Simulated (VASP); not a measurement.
Here is a VASP 6.6.1 calculation.

INCAR

```
PREC     = Accurate       # precision mode
ENCUT    = 520            # plane-wave cutoff, eV
EDIFF    = 1E-7           # SCF threshold, eV
ISMEAR   = 0              # smearing method
SIGMA    = 0.1            # smearing width, eV
LREAL    = False          # projectors in reciprocal space
LASPH    = True           # aspherical terms in the spheres
NELM     = 60             # most SCF steps
ALGO     = Fast           # electronic algorithm
ISIF     = 2              # what is computed and relaxed
LWAVE    = False          # write WAVECAR
LCHARG   = False          # write CHGCAR
LDIPOL   = True         
IDIPOL   = 3            
DIPOL    = 0.5 0.5 0.500
GGA      = PE             # functional
NBANDS   = 46             # bands
```

The input KPOINTS:

```
regular mesh
0
Gamma
  9 4 1
```

The input POSCAR:

```
Na
1.0
    3.7613360301      0.0000000000      0.0000000000
    0.0000000000     10.0007888818      0.0000000000
    0.0000000000      0.0000000000     23.8558659330
Na
10
Direct
    0.5000000000      0.1297258015      0.3143880847
    0.0000000000      0.8116802282      0.3289436186
    0.5000000000      0.5774971764      0.4235738277
    0.0000000000      0.2594516031      0.4381293616
    0.5000000000      0.9414060297      0.4526848954
    0.0000000000      0.7072229780      0.5473151046
    0.5000000000      0.3891774046      0.5618706384
    0.0000000000      0.0711318313      0.5764261723
    0.5000000000      0.8369487795      0.6710563814
    0.0000000000      0.5189032062      0.6856119153
```

Potentials or basis: VASP PAW PBE potentials, release 64 (Na_pv).

The run is started by

```console
$ cat potpaw_PBE.64/Na_pv/POTCAR > POTCAR
$ mpirun -np 1 vasp_std > vasp.out
```

Q: Estimate the largest force.

A: 0.055 eV/Å.

Q: Predict the band gap on the k mesh.

A: Zero (bands 35 and 36 overlap by 1.25 eV).

Forces on the atoms (eV/Å):
```
Na   0.000  0.022  0.050
Na   0.000  0.037  0.038
Na   0.000 -0.020 -0.024
Na   0.000 -0.009 -0.007
Na   0.000 -0.006 -0.027
Na   0.000  0.006  0.027
Na   0.000  0.009  0.007
Na   0.000  0.020  0.024
Na   0.000 -0.037 -0.038
Na   0.000 -0.022 -0.050
```
